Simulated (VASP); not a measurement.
Input of a VASP 6.6.1 run:

File INCAR:

```
PREC = Accurate
ENCUT = 520
EDIFF = 1E-7
ISMEAR = -1
SIGMA = 0.005
LREAL = F
LASPH = T
NELM = 80
ALGO = Normal
ISIF = 2
LWAVE = F
LCHARG = F
GGA = PS
NBANDS = 14
```

The input KPOINTS:

```
Automatic mesh
0
Gamma
  5 5 6
```

The input POSCAR:

```
Mg3Te
1.0
   -2.1393600000      2.1393600000      5.2824880000
    2.1393600000     -2.1393600000      5.2824880000
    2.1393600000      2.1393600000     -5.2824880000
Te Mg
1 3
Direct
    0.0041340000     -0.0009310000      0.0022340000
    0.2489900000      0.7589190000      0.5030360000
    0.7536050000      0.2463450000      0.4984110000
    0.4911550000      0.5146360000      0.0038850000
```

Potentials or basis: VASP PAW PBE potentials, release 64 (Te, Mg).

Launch:

```sh
$ cat potpaw_PBE.64/Te/POTCAR potpaw_PBE.64/Mg/POTCAR > POTCAR
$ mpirun -np 1 vasp_std > vasp.out
```

Q: Estimate the band gap on the k mesh.

A: Zero (band 6 reaches 4.93 eV, above the bottom of band 7 at 3.50 eV).

Q: Predict the largest force.

A: 0.209 eV/Å.

Q: What does it give for the pressure?

A: -1.1 GPa.

Forces on the atoms (eV/Å):
```
Te   0.129 -0.116  0.011
Mg  -0.130  0.085 -0.020
Mg   0.160 -0.106 -0.006
Mg  -0.158  0.136  0.014
```

Caveat: the PAW data sets were made with another functional, which shifts forces and pressure a little; spin-orbit coupling is left out, which moves the levels of the heavy elements.
